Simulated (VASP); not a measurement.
# Pt (Fmmm) in VASP: a series of runs

The runs below take Pt through single point, with LDA.

Everything below comes from runs of VASP 6.6.1. Logs are shortened: lines on timing, memory, paths and dates and some standing lists are left out, and cuts for length are marked.

## Step 1: The cell of the first run

Symmetry: Fmmm, No. 69, orthorhombic system. The conventional cell has a = 3.787 Å, b = 3.894 Å, c = 3.962 Å, α = 90.00°, β = 90.00°, γ = 90.00°. Pt (site symmetry mmm) has 12 Pt at 2.72 to 2.78 Å within 3.6 Å.

## Step 2: Single point, LDA (normal strain along x -0.0275, normal strain along z +0.0175)

Contents of INCAR:

```
PREC     = Accurate       # precision mode
ENCUT    = 520            # plane-wave cutoff, eV
EDIFF    = 1E-7           # SCF threshold, eV
ISMEAR   = 0              # smearing method
SIGMA    = 0.15           # smearing width, eV
LREAL    = F              # projectors in reciprocal space
LASPH    = T              # aspherical terms in the spheres
NELM     = 60             # most SCF steps
ALGO     = Fast           # electronic algorithm
ISIF     = 2              # what is computed and relaxed
LWAVE    = F              # write WAVECAR
LCHARG   = F              # write CHGCAR
GGA      = CA             # functional
NBANDS   = 11             # bands
```

Contents of KPOINTS:

```
Automatic mesh
0
Gamma
  20 20 20
```

Contents of POSCAR:

```
Pt
1.0
    0.0000000000      1.9468328700      1.9809024452
    1.8932949661      0.0000000000      1.9809024452
    1.8932949661      1.9468328700      0.0000000000
Pt
1
Direct
    0.0000000000      0.0000000000      0.0000000000
```

Potentials or basis: VASP PAW LDA potentials, release 64 (Pt).

Launch:

```
> cat potpaw_LDA.64/Pt/POTCAR > POTCAR
> mpirun -np 1 vasp_std > vasp.out
```

OUTCAR:

```text
PREC = Accurate
   ENCUT = 520
   EDIFF = 1E-7
   ISMEAR = 0
   LREAL = F
   LASPH = T
   NELM = 60
   ISIF = 2
   GGA = CA

 ion  position               nearest neighbor table
   1  0.000  0.000  0.000-

  LATTYP: Found a face centered orthorhombic cell.
 ALAT       =     3.7865899322
 B/A-ratio  =     1.0282776349
 C/A-ratio  =     1.0462724935

  Lattice vectors:

 A1 = (   0.0000000000,   1.9468328700,   1.9809024452)
 A2 = (   1.8932949661,   0.0000000000,   1.9809024452)
 A3 = (   1.8932949661,   1.9468328700,   0.0000000000)

Analysis of symmetry for initial positions (statically):
=====================================================================
 Subroutine PRICEL returns:
 Original cell was already a primitive cell.

 Routine SETGRP: Setting up the symmetry group for a
 face centered orthorhombic supercell.

 Subroutine GETGRP returns: Found  8 space group operations
 (whereof  8 operations were pure point group operations)
 out of a pool of  8 trial point group operations.

The static configuration has the point symmetry D_2h.

Analysis of symmetry for dynamics (positions and initial velocities):
=====================================================================
 Subroutine PRICEL returns:
 Original cell was already a primitive cell.

 Routine SETGRP: Setting up the symmetry group for a
 face centered orthorhombic supercell.

 Subroutine GETGRP returns: Found  8 space group operations
 (whereof  8 operations were pure point group operations)
 out of a pool of  8 trial point group operations.

The dynamic configuration has the point symmetry D_2h.

 Subroutine INISYM returns: Found  8 space group operations
 (whereof  8 operations are pure point group operations),
 and found     1 'primitive' translations

----------------------------------------------------------------------------------------

                                     Primitive cell

  volume of cell :      14.6029

  direct lattice vectors                    reciprocal lattice vectors
     0.000000000  1.946832870  1.980902445    -0.264089859  0.256827388  0.252410209
     1.893294966  0.000000000  1.980902445     0.264089859 -0.256827388  0.252410209
     1.893294966  1.946832870  0.000000000     0.264089859  0.256827388 -0.252410209

  length of vectors
     2.777432757  2.740171587  2.715644316     0.446558702  0.446558702  0.446558702

[... 77 lines left out ...]
   NELM   =     60;   NELMIN=  2; NELMDL= -5     # of ELM steps
   EDIFF  = 0.1E-06   stopping-criterion for ELM
   LREAL  =      F    real-space projection
   EDIFFG = 0.1E-05   stopping-criterion for IOM
   NSW    =      0    number of steps for IOM
   IBRION =     -1    ionic relax: 0-MD 1-quasi-New 2-CG
   NFREE  =      0    steps in history (QN), initial steepest desc. (CG)
   ISIF   =      2    stress and relaxation
   ISYM   =      2    0-nonsym 1-usesym 2-fastsym
   POTIM  = 0.5000    time-step for ionic-motion
   TEBEG  =    0.0;   TEEND  =   0.0 temperature during run
   PSTRESS=    0.0 pullay stress
   NELECT =      10.0000    total number of electrons
   NUPDOWN=      -1.0000    fix difference up-down
   EMIN   =  10.00;   EMAX   =-10.00  energy-range for DOS
   EFERMI =   0.00;   METHOD = LEGACY
   ISMEAR =     0;   SIGMA  =   0.15  broadening in eV -4-tet -1-fermi 0-gaus
   EFERMI_NEDOS =   21; number of points for ismear=-14 and -15
   IALGO  =     68    algorithm
   IMIX   =      4    mixing-type and parameters
     AMIX     =   0.40;   BMIX     =  1.00
     AMIX_MAG =   1.60;   BMIX_MAG =  1.00
  volume/ion in A,a.u.               =      14.60        98.55
  Fermi-wavevector in a.u.,A,eV,Ry     =   1.442984  2.726844 28.330085  2.082203
  Thomas-Fermi vector in A             =   2.561443
   LORBIT       =      0    0 simple, 1 ext, 2 COOP (PROOUT), +10 PAW based schemes
   GGA     = CA    functional components
   LHFCALC =     F    Hartree Fock is set to
   AEXX    =    0.0000 exact exchange contribution
   IVDW    =     0    specifies the selected vdW correction
   LEPSILON=     F    determine dielectric tensor
   LRPA    =     F    only Hartree local field effects (RPA)
 non-spin polarized calculation
 RMM-DIIS sequential band-by-band and
 Gauss-broadening in eV      SIGMA  =   0.15
  energy-cutoff  :      520.00
  volume of cell :       14.60
 maximum number of plane-waves:       406
 NGX is ok and might be reduce to    24
   NGX = 11   NGY = 11   NGZ = 11

 number of electron      10.0000000 magnetization

 Free energy of the ion-electron system (eV)
  ---------------------------------------------------
  ext. energy  EPLUGINS =         0.00000000
  ---------------------------------------------------
  free energy    TOTEN  =        -7.50816854 eV

  energy without entropy =       -7.48965830  energy(sigma->0) =       -7.49891342

 E-fermi :  11.7812     XC(G=0): -13.8743

 val. band max:       11.7795768284   @ k =  -0.2500   0.3500   0.2500
 cond. band min:      11.7824204470   @ k =   0.4500   0.0000   0.1000
 fundamental gap:      0.0028436187
 Fermi energy:        11.7812156812

 k-point     1 :       0.0000    0.0000    0.0000
  band No.  band energies     occupation
      1       1.1664      2.00000
      2       7.5063      2.00000
      3       7.7316      2.00000
      4       8.0637      2.00000
      5       9.7706      2.00000
      6      10.3459      2.00000
      7      26.3273      0.00000
      8      30.8477      0.00000
      9      31.3007      0.00000
     10      32.0992      0.00000
     11      37.0193      0.00000
[... 309 lines left out ...]
 k-point    24 :      -0.3500    0.0500    0.0000
  band No.  band energies     occupation
      1       4.1204      2.00000
      2       7.6174      2.00000
      3       8.1682      2.00000
      4       8.7523      2.00000
      5      10.9282      2.00000
      6      11.7069      1.51619
      7      21.0925      0.00000
      8      26.7975      0.00000
      9      31.3783      0.00000
     10      33.4267      0.00000
     11      37.1410      0.00000

 [... further k-points ...]
[... 5 lines left out ...]
  --------------------------------------------------------------------------------------
  -------------------------------------------------------------------------------------
  Total        0.6293703      0.4194725      0.1817774      0.0000000      0.0000000      0.0000000
  in kB       69.0520845     46.0229025     19.9439118      0.0000000      0.0000000      0.0000000
  external PRESSURE =      45.0062996 kB  Pullay stress =       0.0000000 kB

 VOLUME and BASIS-vectors are now :
 -----------------------------------------------------------------------------
  energy-cutoff  :      520.00
  volume of cell :       14.60
      direct lattice vectors                 reciprocal lattice vectors
     0.000000000  1.946832870  1.980902445    -0.264089859  0.256827388  0.252410209
     1.893294966  0.000000000  1.980902445     0.264089859 -0.256827388  0.252410209
     1.893294966  1.946832870  0.000000000     0.264089859  0.256827388 -0.252410209

 POSITION                                       TOTAL-FORCE (eV/Angst)
 -----------------------------------------------------------------------------------
      0.00000      0.00000      0.00000         0.000000      0.000000     -0.000000
 -----------------------------------------------------------------------------------
    total drift:                                0.000000      0.000000      0.000000

  FREE ENERGIE OF THE ION-ELECTRON SYSTEM (eV)
  ---------------------------------------------------
  free  energy   TOTEN  =        -7.5081685401 eV

  energy  without entropy=       -7.4896583049  energy(sigma->0) =       -7.49891342
```

OSZICAR:

```text
N       E                     dE             d eps       ncg     rms          rms(c)
DAV:   1     0.392485148648E+02    0.39249E+02   -0.53939E+03 26156   0.848E+02
DAV:   2    -0.730906432826E+01   -0.46558E+02   -0.44669E+02 29247   0.180E+02
DAV:   3    -0.793591986369E+01   -0.62686E+00   -0.62302E+00 30018   0.198E+01
DAV:   4    -0.793829242173E+01   -0.23726E-02   -0.23724E-02 29525   0.144E+00
DAV:   5    -0.793831027325E+01   -0.17852E-04   -0.17850E-04 30124   0.115E-01    0.146E+01
RMM:   6    -0.755871452562E+01    0.37960E+00   -0.36060E-01 25771   0.506E+00    0.753E+00
RMM:   7    -0.751281413826E+01    0.45900E-01   -0.69257E-02 26968   0.235E+00    0.263E+00
RMM:   8    -0.750835915723E+01    0.44550E-02   -0.87297E-03 27347   0.863E-01    0.567E-01
RMM:   9    -0.750815657240E+01    0.20258E-03   -0.86097E-04 29585   0.249E-01    0.790E-02
RMM:  10    -0.750817092442E+01   -0.14352E-04   -0.13674E-04 29496   0.889E-02    0.861E-02
RMM:  11    -0.750817964297E+01   -0.87186E-05   -0.28723E-05 29596   0.389E-02    0.447E-02
RMM:  12    -0.750816831022E+01    0.11333E-04   -0.21520E-05 27576   0.382E-02    0.447E-03
RMM:  13    -0.750816851036E+01   -0.20015E-06   -0.22505E-06 29107   0.977E-03    0.476E-03
RMM:  14    -0.750816854006E+01   -0.29700E-07   -0.16313E-07 23812   0.295E-03
   1 F= -.75081685E+01 E0= -.74989134E+01  d E =-.185102E-01
```

Wall time 56 s (1 thread of Intel Xeon 6975P-C (Granite Rapids), shared host); peak memory 0.29 GiB.

What came out:

```
Free energy            : -7.5082 eV
Pressure               : 4.5 GPa
Band gap on the k mesh : zero (band 5 reaches 12.53 eV, above the bottom of band 6 at 9.95 eV)
```

Caveat: the cell differs from its parent crystal (normal strain along x -0.0275, normal strain along z +0.0175); spin-orbit coupling is left out, which moves the levels of the heavy elements.

(Part 1 of 2 ends here.)
